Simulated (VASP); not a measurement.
# InGaAs2 (P-4m2) in VASP: further runs, part 2 of 3

VASP 6.6.1.

## (3) Single point, r2SCAN

Input file POSCAR:

```
InGaAs2
1.0
    4.1532821680      0.0000000000      0.0000000000
    0.0000000000      4.1532821680      0.0000000000
    0.0000000000      0.0000000000      5.9223026300
In Ga As
1 1 2
Direct
    0.0000000000      0.0000000000      0.5000000000
    0.5000000000      0.5000000000      0.0000000000
    0.5000000000      0.0000000000      0.7698871174
    0.0000000000      0.5000000000      0.2301128826
```

Input file INCAR.step1:

```
SYSTEM = InGaAs2
PREC = Accurate
ENCUT = 520
ISMEAR = 0
SIGMA = 0.03
LREAL = .False.
LASPH = .True.
NELM = 80
NBANDS = 26
GGA = PE
ALGO = Normal
EDIFF = 1E-4
LWAVE = .True.
LCHARG = .False.
```

Input file INCAR.step2:

```
SYSTEM = InGaAs2
PREC = Accurate
ENCUT = 520
EDIFF = 1E-6
ISMEAR = 0
SIGMA = 0.03
LREAL = .False.
LASPH = .True.
NELM = 80
ALGO = Normal
ISIF = 2
LWAVE = .False.
LCHARG = .False.
METAGGA = R2SCAN
LMIXTAU = .True.
NBANDS = 26
ISTART = 1
```

Input file KPOINTS:

```
Automatic mesh
0
Gamma
  8 8 6
  0 0 0
```

Potentials or basis: VASP PAW PBE potentials, release 64 (In_d, Ga_d, As).

Launch:

```
cat potpaw_PBE.64/In_d/POTCAR potpaw_PBE.64/Ga_d/POTCAR potpaw_PBE.64/As/POTCAR > POTCAR
cp INCAR.step1 INCAR
mpirun -np 1 vasp_std > vasp.out
cp INCAR.step2 INCAR
mpirun -np 1 vasp_std > vasp.out
```

OUTCAR:

```text
SYSTEM = InGaAs2
   PREC = Accurate
   ENCUT = 520
   EDIFF = 1E-6
   ISMEAR = 0
   LREAL = .False.
   LASPH = .True.
   NELM = 80
   ISIF = 2
   METAGGA = R2SCAN
   ISTART = 1

 ion  position               nearest neighbor table
   1  0.000  0.000  0.500-   3 2.62   4 2.62   4 2.62   3 2.62
   2  0.500  0.500  0.000-   3 2.48   4 2.48   3 2.48   4 2.48
   3  0.500  0.000  0.770-   2 2.48   2 2.48   1 2.62   1 2.62
   4  0.000  0.500  0.230-   2 2.48   2 2.48   1 2.62   1 2.62

  LATTYP: Found a simple tetragonal cell.
 ALAT       =     4.1532821680
 C/A-ratio  =     1.4259331272

  Lattice vectors:

 A1 = (   4.1532821680,   0.0000000000,   0.0000000000)
 A2 = (   0.0000000000,   4.1532821680,   0.0000000000)
 A3 = (   0.0000000000,   0.0000000000,   5.9223026300)

Analysis of symmetry for initial positions (statically):
=====================================================================
 Subroutine PRICEL returns:
 Original cell was already a primitive cell.

 Routine SETGRP: Setting up the symmetry group for a
 simple tetragonal supercell.

 Subroutine GETGRP returns: Found  8 space group operations
 (whereof  8 operations were pure point group operations)
[... 165 lines left out ...]
  free energy    TOTEN  =       -65.02107785 eV

  energy without entropy =      -65.02107785  energy(sigma->0) =      -65.02107785

 E-fermi :   4.0418     XC(G=0):  -9.8576

 val. band max:        3.9010862739   @ k =   0.0000   0.0000   0.0000
 cond. band min:       4.1861130830   @ k =   0.0000   0.0000   0.0000
 fundamental gap:      0.2850268090
 Fermi energy:         4.0417578259

 k-point     1 :       0.0000    0.0000    0.0000
  band No.  band energies     occupation
      1     -11.4575      2.00000
      2     -11.3820      2.00000
      3     -11.3820      2.00000
      4     -11.3412      2.00000
      5     -11.3062      2.00000
      6     -11.0515      2.00000
[... 685 lines left out ...]
     25      10.5761      0.00000
     26      11.0172      0.00000

 [... further k-points ...]
[... 5 lines left out ...]
  --------------------------------------------------------------------------------------
  -------------------------------------------------------------------------------------
  Total        0.0166188      0.0166188      0.0036257      0.0000000      0.0000000      0.0000000
  in kB        0.2606366      0.2606366      0.0568626      0.0000000      0.0000000      0.0000000
  external PRESSURE =       0.1927120 kB  Pullay stress =       0.0000000 kB

 VOLUME and BASIS-vectors are now :
 -----------------------------------------------------------------------------
  energy-cutoff  :      520.00
  volume of cell :      102.16
      direct lattice vectors                 reciprocal lattice vectors
     4.153282168  0.000000000  0.000000000     0.240773432  0.000000000  0.000000000
     0.000000000  4.153282168  0.000000000     0.000000000  0.240773432  0.000000000
     0.000000000  0.000000000  5.922302630     0.000000000  0.000000000  0.168853242

 POSITION                                       TOTAL-FORCE (eV/Angst)
 -----------------------------------------------------------------------------------
      0.00000      0.00000      2.96115        -0.000000      0.000000      0.000000
      2.07664      2.07664      0.00000        -0.000000     -0.000000      0.000000
      2.07664      0.00000      4.55950         0.000000      0.000000     -0.002327
      0.00000      2.07664      1.36280        -0.000000      0.000000      0.002327
 -----------------------------------------------------------------------------------
    total drift:                                0.000000     -0.000000     -0.000000

  FREE ENERGIE OF THE ION-ELECTRON SYSTEM (eV)
  ---------------------------------------------------
  free  energy   TOTEN  =       -65.0210778525 eV

  energy  without entropy=      -65.0210778525  energy(sigma->0) =      -65.02107785
```

Run time: 3.7 min. Hardware: 1 thread of Intel Xeon 6975P-C (Granite Rapids), shared host; peak memory 0.34 GiB.

Results:

```yaml
Free_energy: -65.0211 eV
Pressure: 0.0 GPa
Band_gap_on_the_k_mesh: 0.28 eV, direct
```

Forces on the atoms (eV/Å):
```
In   0.000  0.000  0.000
Ga   0.000  0.000  0.000
As   0.000  0.000 -0.002
As   0.000  0.000  0.002
```

Caveat: the PAW data sets were made with another functional, which shifts forces and pressure a little; spin-orbit coupling is left out, which moves the levels of the heavy elements.

## (4) Single point, r2SCAN (biaxial strain in the a-b plane: +1.0 %)

Input file POSCAR:

```
InGaAs2
1.0
    4.1948149888      0.0000000000      0.0000000000
    0.0000000000      4.1948149888      0.0000000000
    0.0000000000      0.0000000000      5.8867688136
In Ga As
1 1 2
Direct
    0.0000000000      0.0000000000      0.5000000000
    0.5000000000      0.5000000000      0.0000000000
    0.5000000000      0.0000000000      0.7698871180
    0.0000000000      0.5000000000      0.2301128820
```

Input file INCAR.step1:

```
SYSTEM = InGaAs2
ALGO = Normal
EDIFF = 1E-4
ENCUT = 520
GGA = PE
ISMEAR = 0
LASPH = .True.
LCHARG = .False.
LREAL = .False.
LWAVE = .True.
NBANDS = 26
NELM = 60
PREC = Accurate
SIGMA = 0.01
```

Input file INCAR.step2:

```
SYSTEM = InGaAs2
ALGO = Normal
EDIFF = 1E-7
ENCUT = 520
ISIF = 2
ISMEAR = 0
ISTART = 1
LASPH = .True.
LCHARG = .False.
LMIXTAU = .True.
LREAL = .False.
LWAVE = .False.
METAGGA = R2SCAN
NBANDS = 26
NELM = 60
PREC = Accurate
SIGMA = 0.01
```

Input file KPOINTS:

```
k-points
0
Gamma
  8 8 6
  0 0 0
```

Launch:

```
cat potpaw_PBE.64/In_d/POTCAR potpaw_PBE.64/Ga_d/POTCAR potpaw_PBE.64/As/POTCAR > POTCAR
cp INCAR.step1 INCAR
mpirun -np 1 vasp_std > vasp.out
cp INCAR.step2 INCAR
mpirun -np 1 vasp_std > vasp.out
```

It took 3.2 min on 1 thread of Intel Xeon 6975P-C (Granite Rapids), shared host; peak memory 0.34 GiB.

It converged, with:

```
Free energy            : -65.0149 eV
Pressure               : -0.8 GPa
Largest force          : 0.011 eV/Å
Band gap on the k mesh : 0.22 eV, direct
```

Forces in eV/Å, atoms in the order of the input:
```
In   0.000  0.000  0.000
Ga   0.000  0.000  0.000
As   0.000  0.000 -0.011
As   0.000  0.000  0.011
```

Stress tensor (GPa, compression positive):
```
-1.10  0.00  0.00
 0.00 -1.10  0.00
 0.00  0.00 -0.33
```

Levels at points of the mesh, in eV from the valence-band top:
```
           k point  band 15  band 16  band 17  band 18  band 19  band 20  band 21  band 22
(0.00, 0.00, 0.00)    -2.59    -0.09     0.00     0.00     0.22     1.84     2.10     4.15
(0.50, 0.00, 0.00)    -3.15    -2.86    -1.50    -0.88     2.30     3.43     5.25     5.42
(0.50, 0.50, 0.00)    -2.62    -2.46    -2.46    -2.27     1.84     1.84     2.01     2.34
(0.00, 0.00, 0.50)    -1.93    -1.93    -1.23    -1.23     2.11     2.28     3.22     3.64
(0.50, 0.00, 0.50)    -1.46    -1.04    -1.01    -0.78     0.90     1.47     4.69     4.93
(0.50, 0.50, 0.50)    -3.25    -3.15    -3.04    -3.04     4.64     4.71     4.84     4.84
```

Caveat: the cell differs from its parent crystal (biaxial strain in the a-b plane: +1.0 %); the PAW data sets were made with another functional, which shifts forces and pressure a little; spin-orbit coupling is left out, which moves the levels of the heavy elements.

## (5) Single point, r2SCAN (biaxial strain in the a-b plane: +2.0 %, then relaxed in part)

Input file POSCAR:

```
InGaAs2
1.0
    4.2363478105      0.0000000000      0.0000000000
    0.0000000000      4.2363478105      0.0000000000
    0.0000000000      0.0000000000      5.8052712959
In Ga As
1 1 2
Direct
    0.0000000000      0.0000000000      0.5000000000
    0.5000000000      0.5000000000      0.0000000000
    0.5000000000      0.0000000000      0.7698110661
    0.0000000000      0.5000000000      0.2301889339
```

Input file INCAR.step1:

```
  ALGO = Normal
  EDIFF = 1E-4
  ENCUT = 520
  GGA = PE
  ISMEAR = 0
  LASPH = T
  LCHARG = F
  LREAL = F
  LWAVE = T
  NBANDS = 26
  NELM = 60
  PREC = Accurate
  SIGMA = 0.01
```

Input file INCAR.step2:

```
  ALGO = Normal
  EDIFF = 1E-6
  ENCUT = 520
  ISIF = 2
  ISMEAR = 0
  ISTART = 1
  LASPH = T
  LCHARG = F
  LMIXTAU = T
  LREAL = F
  LWAVE = F
  METAGGA = R2SCAN
  NBANDS = 26
  NELM = 60
  PREC = Accurate
  SIGMA = 0.01
```

Input file KPOINTS:

```
k-points
0
Gamma
  8 8 6
```

Launch:

```
cat potpaw_PBE.64/In_d/POTCAR potpaw_PBE.64/Ga_d/POTCAR potpaw_PBE.64/As/POTCAR > POTCAR
cp INCAR.step1 INCAR
mpirun -np 1 vasp_std > vasp.out
cp INCAR.step2 INCAR
mpirun -np 1 vasp_std > vasp.out
```

Run time: 3 min. Hardware: 1 thread of Intel Xeon 6975P-C (Granite Rapids), shared host; peak memory 0.34 GiB.

It converged, with:

```
Free energy            : -64.9977 eV
Pressure               : -1.2 GPa
Largest force          : 0.004 eV/Å
Band gap on the k mesh : 0.19 eV, direct
```

Forces in eV/Å, atoms in the order of the input:
```
In   0.000  0.000  0.000
Ga   0.000  0.000  0.000
As   0.000  0.000 -0.004
As   0.000  0.000  0.004
```

Stress tensor (GPa, compression positive):
```
-1.81  0.00  0.00
 0.00 -1.81  0.00
 0.00  0.00  0.04
```

Levels at points of the mesh, in eV from the valence-band top:
```
           k point  band 15  band 16  band 17  band 18  band 19  band 20  band 21  band 22
(0.00, 0.00, 0.00)    -2.63    -0.02    -0.02     0.00     0.19     1.81     1.99     4.14
(0.50, 0.00, 0.00)    -3.02    -2.74    -1.55    -0.94     2.21     3.35     5.27     5.51
(0.50, 0.50, 0.00)    -2.51    -2.37    -2.37    -2.17     1.92     1.92     2.12     2.43
(0.00, 0.00, 0.50)    -1.96    -1.96    -1.27    -1.27     2.00     2.22     3.26     3.66
(0.50, 0.00, 0.50)    -1.51    -0.93    -0.89    -0.84     0.88     1.49     4.84     4.89
(0.50, 0.50, 0.50)    -3.20    -3.09    -2.99    -2.99     4.78     4.86     4.99     4.99
```

Caveat: the cell differs from its parent crystal (biaxial strain in the a-b plane: +2.0 %, then relaxed in part); the PAW data sets were made with another functional, which shifts forces and pressure a little; spin-orbit coupling is left out, which moves the levels of the heavy elements.

## (6) Single point, r2SCAN

This run uses another cell than the first one, of 26.05 Å³/atom, 1.020 times its volume.

POSCAR is that of step 5.

Input file INCAR.step1:

```
SYSTEM = InGaAs2
PREC = Accurate
ENCUT = 520
ISMEAR = 0
SIGMA = 0.01
LREAL = .False.
LASPH = .True.
NELM = 80
NBANDS = 26
GGA = PE
ALGO = Normal
EDIFF = 1E-4
LWAVE = .True.
LCHARG = .False.
```

Input file INCAR.step2:

```
SYSTEM = InGaAs2
PREC = Accurate
ENCUT = 520
EDIFF = 1E-6
ISMEAR = 0
SIGMA = 0.01
LREAL = .False.
LASPH = .True.
NELM = 80
ALGO = Normal
ISIF = 2
LWAVE = .False.
LCHARG = .False.
METAGGA = R2SCAN
LMIXTAU = .True.
NBANDS = 26
ISTART = 1
```

Input file KPOINTS:

```
regular mesh
0
Gamma
  8 8 6
  0 0 0
```

Potentials or basis: VASP PAW PBE potentials, release 64 (In_d, Ga_d, As).

Launch:

```
cat potpaw_PBE.64/In_d/POTCAR potpaw_PBE.64/Ga_d/POTCAR potpaw_PBE.64/As/POTCAR > POTCAR
cp INCAR.step1 INCAR
mpirun -np 1 vasp_std > vasp.out
cp INCAR.step2 INCAR
mpirun -np 1 vasp_std > vasp.out
```

It took 3.2 min on 1 thread of Intel Xeon 6975P-C (Granite Rapids), shared host; peak memory 0.34 GiB.

It converged, with:

* Free energy: -64.9977 eV
* Pressure: -1.2 GPa
* Largest force: 0.004 eV/Å
* Band gap on the k mesh: 0.19 eV, direct

Forces in eV/Å, atoms in the order of the input:
```
In   0.000  0.000  0.000
Ga   0.000  0.000  0.000
As   0.000  0.000 -0.004
As   0.000  0.000  0.004
```

Stress tensor (GPa, compression positive):
```
-1.81  0.00  0.00
 0.00 -1.81  0.00
 0.00  0.00  0.04
```

Levels at points of the mesh, in eV from the valence-band top:
| k point | band 16 | band 17 | band 18 | band 19 | band 20 | band 21 |
| --- | --- | --- | --- | --- | --- | --- |
| (0.00, 0.00, 0.00) | -0.02 | -0.02 | 0.00 | 0.19 | 1.81 | 1.99 |
| (0.50, 0.00, 0.00) | -2.74 | -1.55 | -0.94 | 2.21 | 3.35 | 5.27 |
| (0.50, 0.50, 0.00) | -2.37 | -2.37 | -2.17 | 1.92 | 1.92 | 2.12 |
| (0.00, 0.00, 0.50) | -1.96 | -1.27 | -1.27 | 2.00 | 2.22 | 3.26 |
| (0.50, 0.00, 0.50) | -0.93 | -0.89 | -0.84 | 0.88 | 1.49 | 4.84 |
| (0.50, 0.50, 0.50) | -3.09 | -2.99 | -2.99 | 4.78 | 4.86 | 4.99 |

Caveat: the PAW data sets were made with another functional, which shifts forces and pressure a little; spin-orbit coupling is left out, which moves the levels of the heavy elements.

(Continued in part 3 of 3.)
